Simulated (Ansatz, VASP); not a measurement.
## ZnO in VASP and in Ansatz

```
CELL_PARAMETERS angstrom
3.23534 0.00000 0.00000
-1.61767 2.80189 0.00000
0.00000 0.00000 5.14269
ATOMIC_POSITIONS crystal
Zn 0.33333 0.66667 0.99587
Zn 0.66667 0.33333 0.49587
O 0.33333 0.66667 0.37913
O 0.66667 0.33333 0.87913
```

Change from the starting cell: uniaxial_z strain -1.3%.

Alike in both runs: task single point; functional PBE; k mesh 12 × 12 × 6; occupations fermi-dirac, width 0.02 eV; no spin polarisation.

```csv
,VASP,Ansatz
version,VASP 6.6.1,Ansatz 0.2.0
potentials or method,"VASP PAW PBE potentials, release 64 (Zn, O_h)","plane waves, PAW"
plane-wave cutoff (eV),910,420
valence electrons in the cell,36,36
```

Ansatz gave:

| Quantity | Value |
| --- | --- |
| gap on the k mesh at the Fermi level (eV) | 0.84 |

Problem. Estimate VASP's values.

Solution. gap on the k mesh at the Fermi level (eV): 0.83.

Noted on VASP's run: the cutoff is short for stress, so the pressure is rough.
